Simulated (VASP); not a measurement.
# CdF2 (Fm-3m) in VASP: further runs, part 3 of 3

VASP 6.6.1. The steps go on from the part before.

### 6 Single point, PBE+D3(BJ) (volume scaled by 0.97)

INCAR reads:

```
PREC = Accurate
ENCUT = 520
EDIFF = 1E-7
ISMEAR = 0
SIGMA = 0.02
LREAL = False
LASPH = True
NELM = 60
ALGO = Normal
ISIF = 2
LWAVE = False
LCHARG = False
GGA = PE
IVDW = 12
NBANDS = 20
```

KPOINTS reads:

```
Automatic mesh
0
Gamma
  8 8 8
```

POSCAR reads:

```
CdF2
1.0
    0.0000000000      2.6947416099      2.6947416099
    2.6947416099      0.0000000000      2.6947416099
    2.6947416099      2.6947416099      0.0000000000
Cd F
1 2
Direct
    0.0000000000      0.0000000000      0.0000000000
    0.2500000000      0.2500000000      0.2500000000
    0.7500000000      0.7500000000      0.7500000000
```

Potentials or basis: VASP PAW PBE potentials, release 64 (Cd, F).

Started as:

```sh
$ cat potpaw_PBE.64/Cd/POTCAR potpaw_PBE.64/F/POTCAR > POTCAR
$ mpirun -np 1 vasp_std > vasp.out
```

OUTCAR:

```text
PREC = Accurate
   ENCUT = 520
   EDIFF = 1E-7
   ISMEAR = 0
   LREAL = False
   LASPH = True
   NELM = 60
   ISIF = 2
   GGA = PE
   IVDW = 12
 IVDW          = 12

 ion  position               nearest neighbor table
   1  0.000  0.000  0.000-   3 2.33   3 2.33   3 2.33   2 2.33   3 2.33   2 2.33   2 2.33   2 2.33

   2  0.250  0.250  0.250-   1 2.33   1 2.33   1 2.33   1 2.33
   3  0.750  0.750  0.750-   1 2.33   1 2.33   1 2.33   1 2.33

  LATTYP: Found a face centered cubic cell.
 ALAT       =     5.3894832198

  Lattice vectors:

 A1 = (   0.0000000000,   2.6947416099,   2.6947416099)
 A2 = (   2.6947416099,   0.0000000000,   2.6947416099)
 A3 = (   2.6947416099,   2.6947416099,   0.0000000000)

Analysis of symmetry for initial positions (statically):
=====================================================================
 Subroutine PRICEL returns:
 Original cell was already a primitive cell.

 Routine SETGRP: Setting up the symmetry group for a
 face centered cubic supercell.

 Subroutine GETGRP returns: Found 48 space group operations
 (whereof 48 operations were pure point group operations)
 out of a pool of 48 trial point group operations.

The static configuration has the point symmetry O_h .

Analysis of symmetry for dynamics (positions and initial velocities):
=====================================================================
 Subroutine PRICEL returns:
 Original cell was already a primitive cell.

 Routine SETGRP: Setting up the symmetry group for a
 face centered cubic supercell.

 Subroutine GETGRP returns: Found 48 space group operations
 (whereof 48 operations were pure point group operations)
 out of a pool of 48 trial point group operations.

The dynamic configuration has the point symmetry O_h .

 Subroutine INISYM returns: Found 48 space group operations
 (whereof 48 operations are pure point group operations),
 and found     1 'primitive' translations

----------------------------------------------------------------------------------------

                                     Primitive cell

  volume of cell :      39.1364

  direct lattice vectors                    reciprocal lattice vectors
     0.000000000  2.694741610  2.694741610    -0.185546547  0.185546547  0.185546547
     2.694741610  0.000000000  2.694741610     0.185546547 -0.185546547  0.185546547
     2.694741610  2.694741610  0.000000000     0.185546547  0.185546547 -0.185546547

  length of vectors
     3.810940132  3.810940132  3.810940132     0.321376046  0.321376046  0.321376046

  position of ions in fractional coordinates (direct lattice)
     0.000000000  0.000000000  0.000000000
     0.250000000  0.250000000  0.250000000
     0.750000000  0.750000000  0.750000000

  ion indices of the primitive-cell ions
   primitive index   ion index
                 1           1
                 2           2
                 3           3

----------------------------------------------------------------------------------------

 KPOINTS: Automatic mesh

Automatic generation of k-mesh.
 Grid dimensions read from file:
 generate k-points for:    8    8    8

 Generating k-lattice:

  Cartesian coordinates                     Fractional coordinates (reciprocal lattice)
    -0.023193318  0.023193318  0.023193318     0.125000000  0.000000000  0.000000000
     0.023193318 -0.023193318  0.023193318     0.000000000  0.125000000  0.000000000
     0.023193318  0.023193318 -0.023193318     0.000000000  0.000000000  0.125000000

  Length of vectors
     0.040172006  0.040172006  0.040172006

  Shift w.r.t. Gamma in fractional coordinates (k-lattice)
     0.000000000  0.000000000  0.000000000

 Subroutine IBZKPT returns following result:
 ===========================================

 Found     29 irreducible k-points:

 Following reciprocal coordinates:
            Coordinates               Weight
  0.000000  0.000000  0.000000      1.000000
  0.125000  0.000000  0.000000      8.000000
  0.250000  0.000000  0.000000      8.000000
  0.375000  0.000000  0.000000      8.000000
  0.500000  0.000000  0.000000      4.000000
  0.125000  0.125000  0.000000      6.000000
[... 16 lines left out ...]
  0.500000  0.250000  0.125000     48.000000
 -0.375000  0.250000  0.125000     24.000000
 [... further k-points ...]
   k-points           NKPTS =     29   k-points in BZ     NKDIM =     29   number of bands    NBANDS=     20
   number of dos      NEDOS =    301   number of ions     NIONS =      3
   total plane-waves  NPLWV =  21952
   dimension x,y,z NGX =    28 NGY =   28 NGZ =   28
   dimension x,y,z NGXF=    56 NGYF=   56 NGZF=   56
   ions per type =               1   2
   NGX,Y,Z   is equivalent  to a cutoff of  12.21, 12.21, 12.21 a.u.
   NGXF,Y,Z  is equivalent  to a cutoff of  24.43, 24.43, 24.43 a.u.
 SYSTEM =  unknown system
   PREC   = accura    normal or accurate (medium, high low for compatibility)
   ISTART =      0    job   : 0-new  1-cont  2-samecut
   ICHARG =      2    charge: 1-file 2-atom 10-const
   ISPIN  =      1    spin polarized calculation?
   LNONCOLLINEAR =      F non collinear calculations
   LSORBIT =      F    spin-orbit coupling
   LASPH  =      T    aspherical Exc in radial PAW
   ENCUT  =  520.0 eV  38.22 Ry    6.18 a.u.   7.09  7.09  7.09*2*pi/ulx,y,z
   NELM   =     60;   NELMIN=  2; NELMDL= -5     # of ELM steps
   EDIFF  = 0.1E-06   stopping-criterion for ELM
   LREAL  =      F    real-space projection
   EDIFFG = 0.1E-05   stopping-criterion for IOM
   NSW    =      0    number of steps for IOM
   IBRION =     -1    ionic relax: 0-MD 1-quasi-New 2-CG
   NFREE  =      0    steps in history (QN), initial steepest desc. (CG)
   ISIF   =      2    stress and relaxation
   ISYM   =      2    0-nonsym 1-usesym 2-fastsym
   POTIM  = 0.5000    time-step for ionic-motion
   TEBEG  =    0.0;   TEEND  =   0.0 temperature during run
   PSTRESS=    0.0 pullay stress
   NELECT =      26.0000    total number of electrons
   NUPDOWN=      -1.0000    fix difference up-down
   EMIN   =  10.00;   EMAX   =-10.00  energy-range for DOS
   EFERMI =   0.00;   METHOD = LEGACY
   ISMEAR =     0;   SIGMA  =   0.02  broadening in eV -4-tet -1-fermi 0-gaus
   EFERMI_NEDOS =   21; number of points for ismear=-14 and -15
   IALGO  =     38    algorithm
   IMIX   =      4    mixing-type and parameters
     AMIX     =   0.40;   BMIX     =  1.00
     AMIX_MAG =   1.60;   BMIX_MAG =  1.00
  volume/ion in A,a.u.               =      13.05        88.04
  Fermi-wavevector in a.u.,A,eV,Ry     =   1.428473  2.699423 27.763181  2.040536
  Thomas-Fermi vector in A             =   2.548531
   LORBIT       =      0    0 simple, 1 ext, 2 COOP (PROOUT), +10 PAW based schemes
   GGA     = PE    functional components
   LHFCALC =     F    Hartree Fock is set to
   AEXX    =    0.0000 exact exchange contribution
   IVDW    =    12    specifies the selected vdW correction
   LEPSILON=     F    determine dielectric tensor
   LRPA    =     F    only Hartree local field effects (RPA)
 non-spin polarized calculation
 Gauss-broadening in eV      SIGMA  =   0.02
  energy-cutoff  :      520.00
  volume of cell :       39.14
 maximum number of plane-waves:      1067
   NGX = 15   NGY = 15   NGZ = 15

 number of electron      25.9999989 magnetization

 Free energy of the ion-electron system (eV)
  ---------------------------------------------------
  ext. energy  EPLUGINS =         0.00000000
  ---------------------------------------------------
  free energy    TOTEN  =       -10.86065974 eV

  energy without entropy =      -10.86065974  energy(sigma->0) =      -10.86065974

 E-fermi :  -1.1693     XC(G=0): -10.4076

 val. band max:       -1.3177034743   @ k =  -0.2500   0.5000   0.2500
 cond. band min:       1.7472986308   @ k =   0.0000   0.0000   0.0000
 fundamental gap:      3.0650021051
 Fermi energy:        -1.1692843251

 k-point     1 :       0.0000    0.0000    0.0000
  band No.  band energies     occupation
      1     -22.1183      2.00000
      2     -21.0159      2.00000
      3      -6.9305      2.00000
      4      -6.9305      2.00000
      5      -6.9305      2.00000
      6      -5.7265      2.00000
[... 12 lines left out ...]
     19      18.5742      0.00000
[... 513 lines left out ...]
      4      -6.3672      2.00000
      5      -5.7824      2.00000
      6      -5.7599      2.00000
[... 12 lines left out ...]
     19      17.3911      0.00000
     20      20.9645      0.00000

 [... further k-points ...]

------------------------ aborting loop because EDIFF is reached ----------------------------------------

 Edisp (eV)   -0.50183

 E8    (eV) :    -0.1897

  FORCE on cell =-STRESS in cart. coord.  units (eV):
  Direction    XX          YY          ZZ          XY          YZ          ZX
  --------------------------------------------------------------------------------------
  -------------------------------------------------------------------------------------
  Total       0.97950     0.97950     0.97950    -0.00000     0.00000    -0.00000
  in kB      40.09899    40.09899    40.09899    -0.00000     0.00000    -0.00000
  external pressure =       40.10 kB  Pullay stress =        0.00 kB

 VOLUME and BASIS-vectors are now :
 -----------------------------------------------------------------------------
  energy-cutoff  :      520.00
  volume of cell :       39.14
      direct lattice vectors                 reciprocal lattice vectors
     0.000000000  2.694741610  2.694741610    -0.185546547  0.185546547  0.185546547
     2.694741610  0.000000000  2.694741610     0.185546547 -0.185546547  0.185546547
     2.694741610  2.694741610  0.000000000     0.185546547  0.185546547 -0.185546547

 POSITION                                       TOTAL-FORCE (eV/Angst)
 -----------------------------------------------------------------------------------
      0.00000      0.00000      0.00000        -0.000000     -0.000000      0.000000
      1.34737      1.34737      1.34737        -0.000000      0.000000     -0.000000
      4.04211      4.04211      4.04211         0.000000      0.000000      0.000000
 -----------------------------------------------------------------------------------
    total drift:                                0.000000      0.000000      0.000000

  FREE ENERGIE OF THE ION-ELECTRON SYSTEM (eV)
  ---------------------------------------------------
  free  energy   TOTEN  =       -11.3624917627 eV

  energy  without entropy=      -11.3624917627  energy(sigma->0) =      -11.36249176
```

OSZICAR:

```text
N       E                     dE             d eps       ncg     rms          rms(c)
DAV:   1     0.197132013123E+03    0.19713E+03   -0.15426E+04  1192   0.131E+03
DAV:   2    -0.415706419814E+01   -0.20129E+03   -0.19373E+03  1272   0.344E+02
DAV:   3    -0.125324127995E+02   -0.83753E+01   -0.83530E+01  1352   0.767E+01
DAV:   4    -0.125685146137E+02   -0.36102E-01   -0.36100E-01  1220   0.516E+00
DAV:   5    -0.125686435986E+02   -0.12898E-03   -0.12898E-03  1344   0.280E-01    0.102E+01
DAV:   6    -0.108305739727E+02    0.17381E+01   -0.39806E+00  1472   0.373E+01    0.745E+00
DAV:   7    -0.108755706933E+02   -0.44997E-01   -0.88290E-01  1176   0.850E+00    0.424E+00
DAV:   8    -0.108683841686E+02    0.71865E-02   -0.13287E-01  1204   0.343E+00    0.702E-01
DAV:   9    -0.108599756340E+02    0.84085E-02   -0.32260E-02  1392   0.224E+00    0.873E-02
DAV:  10    -0.108605382529E+02   -0.56262E-03   -0.28536E-03  1184   0.586E-01    0.119E-01
DAV:  11    -0.108606367961E+02   -0.98543E-04   -0.12347E-04  1256   0.110E-01    0.372E-02
DAV:  12    -0.108606581475E+02   -0.21351E-04   -0.37800E-05  1180   0.532E-02    0.183E-02
DAV:  13    -0.108606599249E+02   -0.17774E-05   -0.62743E-06  1260   0.202E-02    0.306E-03
DAV:  14    -0.108606597103E+02    0.21458E-06   -0.49511E-07  1228   0.881E-03    0.882E-04
DAV:  15    -0.108606597430E+02   -0.32665E-07   -0.65223E-08   976   0.241E-03
   1 F= -.11362492E+02 E0= -.11362492E+02  d E =-.160131E-27
```

stdout:

```text
POSCAR found type information on POSCAR CdF
 POSCAR found :  2 types and       3 ions
 scaLAPACK will be used
 LDA part: xc-table for (Slater+PW92), standard interpolation
 POSCAR, INCAR and KPOINTS ok, starting setup
 FFT: planning ... GRIDC
 FFT: planning ... GRID_SOFT
 FFT: planning ... GRID
 WAVECAR not read
 entering main loop
```

Run time: 32 s. Hardware: 1 thread of Intel Xeon Platinum 8259CL at 2.50GHz (Skylake/Cascade Lake), shared host; peak memory 0.17 GiB.

Results:

* Free energy: -11.3625 eV
* Pressure: 4.0 GPa
* Band gap on the k mesh: 3.06 eV, indirect (least direct gap 3.57 eV)
* Dispersion energy per atom: -0.167 eV

### 7 Overview

| cell | gap on the mesh (eV) | pressure (GPa) |
| --- | --- | --- |
| a = 3.689 Å, angles 60.0°, 3 atoms | 3.41 | 18.6 |
| a = 3.731 Å, angles 60.0°, 3 atoms | 3.29 | 12.8 |
| a = 3.771 Å, angles 60.0°, 3 atoms | 3.18 | 8.0 |
| a = 3.810 Å, angles 60.0°, 3 atoms | 3.07 | 4.1 |
| a = 3.811 Å, angles 60.0°, 3 atoms | 3.06 | 4.0 |

Alike in all rows: task single point; level PBE+D3(BJ); potentials or basis VASP PAW PBE potentials, release 64 (Cd, F); no spin polarisation; k mesh 8 × 8 × 8; cutoff (eV) 520; smearing gaussian 0.02 eV.

Total energies depend on the potentials used, so only differences within one code and one set of settings carry meaning.
